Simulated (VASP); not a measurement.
A run of VASP 6.6.1 is set up as follows.

INCAR

```
ALGO = Fast
EDIFF = 1E-7
ENCUT = 520
GGA = PS
ISIF = 2
ISMEAR = -1
LASPH = T
LCHARG = F
LREAL = F
LWAVE = F
NBANDS = 9
NELM = 80
PREC = Accurate
SIGMA = 0.05
```

KPOINTS

```
k-points
0
Gamma
  10 10 5
```

The input POSCAR:

```
Mg
1.0
    3.2093000000      0.0000000000      0.0000000000
   -1.6046500000      2.7793353284      0.0000000000
    0.0000000000      0.0000000000      5.2103000000
Mg
2
Direct
    0.6716710000      0.3385810000      0.7543150000
    0.3365900000      0.6809960000      0.2431600000
```

Potentials or basis: VASP PAW PBE potentials, release 64 (Mg).

Launch:

```sh
$ cat potpaw_PBE.64/Mg/POTCAR > POTCAR
$ mpirun -np 1 vasp_std > vasp.out
```

Question: Estimate the band gap on the k mesh.

Answer: Zero (band 2 reaches 3.19 eV, above the bottom of band 3 at 1.29 eV).

Question: Predict the pressure.

Answer: -1.0 GPa.

Question: Estimate the largest force.

Answer: 0.153 eV/Å.

Stress tensor (GPa, compression positive):
```
-1.51  0.05  0.01
 0.05 -1.38 -0.02
 0.01 -0.02 -0.26
```

Caveat: the cell differs from its parent crystal (atoms moved at random); the PAW data sets were made with another functional, which shifts forces and pressure a little.
